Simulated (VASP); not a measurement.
# Al (Fm-3m) in VASP: single point with LDA

Aim: the single point of Al with LDA.

All numbers are computed with VASP 6.6.1; they aren't measurements. Logs are shortened: lines on timing, memory, paths and dates and some standing lists are left out, and cuts for length are marked.

### Step 1. The cell of the first run

The structure is cubic, space group Fm-3m (No. 225). The conventional cell has a = 3.984 Å, b = 3.984 Å, c = 3.984 Å, α = 90.00°, β = 90.00°, γ = 90.00°. Within 3.7 Å of Al (site symmetry m-3m) lie 12 Al at 2.82 Å.

### Step 2. Single point, LDA

The input, INCAR:

```
PREC = Accurate
ENCUT = 500
EDIFF = 1E-6
ISMEAR = 0
SIGMA = 0.1
LREAL = F
LASPH = T
NELM = 120
ALGO = Normal
ISIF = 2
LWAVE = F
LCHARG = F
GGA = CA
NBANDS = 8
GGA_COMPAT = F
```

The input, KPOINTS:

```
Automatic mesh
0
Gamma
  18 18 18
```

The input, POSCAR:

```
Al
1.0
    0.0000000000      1.9917981729      1.9917981729
    1.9917981729      0.0000000000      1.9917981729
    1.9917981729      1.9917981729      0.0000000000
Al
1
Direct
    0.0000000000      0.0000000000      0.0000000000
```

Potentials or basis: VASP PAW LDA potentials, release 64 (Al).

On the command line:

```console
cat potpaw_LDA.64/Al/POTCAR > POTCAR
mpirun -np 1 vasp_std > vasp.out
```

OUTCAR:

```text
PREC = Accurate
   ENCUT = 500
   EDIFF = 1E-6
   ISMEAR = 0
   LREAL = F
   LASPH = T
   NELM = 120
   ISIF = 2
   GGA = CA

 ion  position               nearest neighbor table
   1  0.000  0.000  0.000-

  LATTYP: Found a face centered cubic cell.
 ALAT       =     3.9835963458

  Lattice vectors:

 A1 = (   0.0000000000,   1.9917981729,   1.9917981729)
 A2 = (   1.9917981729,   0.0000000000,   1.9917981729)
 A3 = (   1.9917981729,   1.9917981729,   0.0000000000)

Analysis of symmetry for initial positions (statically):
=====================================================================
 Subroutine PRICEL returns:
 Original cell was already a primitive cell.

 Routine SETGRP: Setting up the symmetry group for a
 face centered cubic supercell.

 Subroutine GETGRP returns: Found 48 space group operations
 (whereof 48 operations were pure point group operations)
 out of a pool of 48 trial point group operations.

The static configuration has the point symmetry O_h .

Analysis of symmetry for dynamics (positions and initial velocities):
=====================================================================
 Subroutine PRICEL returns:
 Original cell was already a primitive cell.

 Routine SETGRP: Setting up the symmetry group for a
 face centered cubic supercell.

 Subroutine GETGRP returns: Found 48 space group operations
 (whereof 48 operations were pure point group operations)
 out of a pool of 48 trial point group operations.

The dynamic configuration has the point symmetry O_h .

 Subroutine INISYM returns: Found 48 space group operations
 (whereof 48 operations are pure point group operations),
 and found     1 'primitive' translations

----------------------------------------------------------------------------------------

                                     Primitive cell

  volume of cell :      15.8040

  direct lattice vectors                    reciprocal lattice vectors
     0.000000000  1.991798173  1.991798173    -0.251029450  0.251029450  0.251029450
     1.991798173  0.000000000  1.991798173     0.251029450 -0.251029450  0.251029450
     1.991798173  1.991798173  0.000000000     0.251029450  0.251029450 -0.251029450

  length of vectors
     2.816827990  2.816827990  2.816827990     0.434795762  0.434795762  0.434795762

  position of ions in fractional coordinates (direct lattice)
[... 71 lines left out ...]
   ISPIN  =      1    spin polarized calculation?
   LNONCOLLINEAR =      F non collinear calculations
   LSORBIT =      F    spin-orbit coupling
   LASPH  =      T    aspherical Exc in radial PAW
   ENCUT  =  500.0 eV  36.75 Ry    6.06 a.u.   5.14  5.14  5.14*2*pi/ulx,y,z
   NELM   =    120;   NELMIN=  2; NELMDL= -5     # of ELM steps
   EDIFF  = 0.1E-05   stopping-criterion for ELM
   LREAL  =      F    real-space projection
   EDIFFG = 0.1E-04   stopping-criterion for IOM
   NSW    =      0    number of steps for IOM
   IBRION =     -1    ionic relax: 0-MD 1-quasi-New 2-CG
   NFREE  =      0    steps in history (QN), initial steepest desc. (CG)
   ISIF   =      2    stress and relaxation
   ISYM   =      2    0-nonsym 1-usesym 2-fastsym
   POTIM  = 0.5000    time-step for ionic-motion
   TEBEG  =    0.0;   TEEND  =   0.0 temperature during run
   PSTRESS=    0.0 pullay stress
   NELECT =       3.0000    total number of electrons
   NUPDOWN=      -1.0000    fix difference up-down
   EMIN   =  10.00;   EMAX   =-10.00  energy-range for DOS
   EFERMI =   0.00;   METHOD = LEGACY
   ISMEAR =     0;   SIGMA  =   0.10  broadening in eV -4-tet -1-fermi 0-gaus
   EFERMI_NEDOS =   21; number of points for ismear=-14 and -15
   IALGO  =     38    algorithm
   IMIX   =      4    mixing-type and parameters
     AMIX     =   0.40;   BMIX     =  1.00
     AMIX_MAG =   1.60;   BMIX_MAG =  1.00
  volume/ion in A,a.u.               =      15.80       106.65
  Fermi-wavevector in a.u.,A,eV,Ry     =   0.940863  1.777974 12.044204  0.885224
  Thomas-Fermi vector in A             =   2.068317
   LORBIT       =      0    0 simple, 1 ext, 2 COOP (PROOUT), +10 PAW based schemes
   GGA     = CA    functional components
   LHFCALC =     F    Hartree Fock is set to
   AEXX    =    0.0000 exact exchange contribution
   IVDW    =     0    specifies the selected vdW correction
   LEPSILON=     F    determine dielectric tensor
   LRPA    =     F    only Hartree local field effects (RPA)
 non-spin polarized calculation
 Gauss-broadening in eV      SIGMA  =   0.10
  energy-cutoff  :      500.00
  volume of cell :       15.80
 maximum number of plane-waves:       412
 NGX is ok and might be reduce to    24
   NGX = 11   NGY = 11   NGZ = 11

 number of electron       3.0000000 magnetization

 Free energy of the ion-electron system (eV)
  ---------------------------------------------------
  ext. energy  EPLUGINS =         0.00000000
  ---------------------------------------------------
  free energy    TOTEN  =        -4.19015847 eV

  energy without entropy =       -4.18717047  energy(sigma->0) =       -4.18866447

 E-fermi :   8.2373     XC(G=0): -10.5041

 val. band max:        8.2191712078   @ k =  -0.2778   0.2778   0.0556
 cond. band min:       8.2442554145   @ k =  -0.4444   0.3333   0.1111
 fundamental gap:      0.0250842067
 Fermi energy:         8.2372998180

 k-point     1 :       0.0000    0.0000    0.0000
  band No.  band energies     occupation
      1      -3.1543      2.00000
      2      21.0523      0.00000
      3      21.0523      0.00000
      4      21.0523      0.00000
      5      22.7076      0.00000
      6      22.7076      0.00000
      7      22.7076      0.00000
      8      25.1746      0.00000
[... 243 lines left out ...]
 k-point    24 :      -0.2222    0.0556    0.0000
  band No.  band energies     occupation
      1      -1.4705      2.00000
      2      12.1647      0.00000
      3      17.7274      0.00000
      4      20.6212      0.00000
      5      22.3905      0.00000
      6      23.5553      0.00000
      7      23.9365      0.00000
      8      26.1651      0.00000

 [... further k-points ...]
[... 5 lines left out ...]
  --------------------------------------------------------------------------------------
  -------------------------------------------------------------------------------------
  Total        0.0070157      0.0070157      0.0070157      0.0000000     -0.0000000      0.0000000
  in kB        0.7112387      0.7112387      0.7112387      0.0000000     -0.0000000      0.0000000
  external PRESSURE =       0.7112387 kB  Pullay stress =       0.0000000 kB

 VOLUME and BASIS-vectors are now :
 -----------------------------------------------------------------------------
  energy-cutoff  :      500.00
  volume of cell :       15.80
      direct lattice vectors                 reciprocal lattice vectors
     0.000000000  1.991798173  1.991798173    -0.251029450  0.251029450  0.251029450
     1.991798173  0.000000000  1.991798173     0.251029450 -0.251029450  0.251029450
     1.991798173  1.991798173  0.000000000     0.251029450  0.251029450 -0.251029450

 POSITION                                       TOTAL-FORCE (eV/Angst)
 -----------------------------------------------------------------------------------
      0.00000      0.00000      0.00000         0.000000      0.000000      0.000000
 -----------------------------------------------------------------------------------
    total drift:                                0.000000     -0.000000     -0.000000

  FREE ENERGIE OF THE ION-ELECTRON SYSTEM (eV)
  ---------------------------------------------------
  free  energy   TOTEN  =        -4.1901584714 eV

  energy  without entropy=       -4.1871704736  energy(sigma->0) =       -4.18866447
```

stdout:

```text
POSCAR found type information on POSCAR Al
 POSCAR found :  1 types and       1 ions
 scaLAPACK will be used
 LDA part: xc-table for (Slater(with rela. corr.)+CA(PZ))
 , standard interpolation
 POSCAR, INCAR and KPOINTS ok, starting setup
 FFT: planning ... GRIDC
 FFT: planning ... GRID_SOFT
 FFT: planning ... GRID
 WAVECAR not read
 entering main loop
```

Wall time 10 s (1 thread of Intel Xeon 6975P-C, shared host); peak memory 0.13 GiB.

Results:

```yaml
Free_energy: -4.1902 eV
Pressure: 0.1 GPa
```
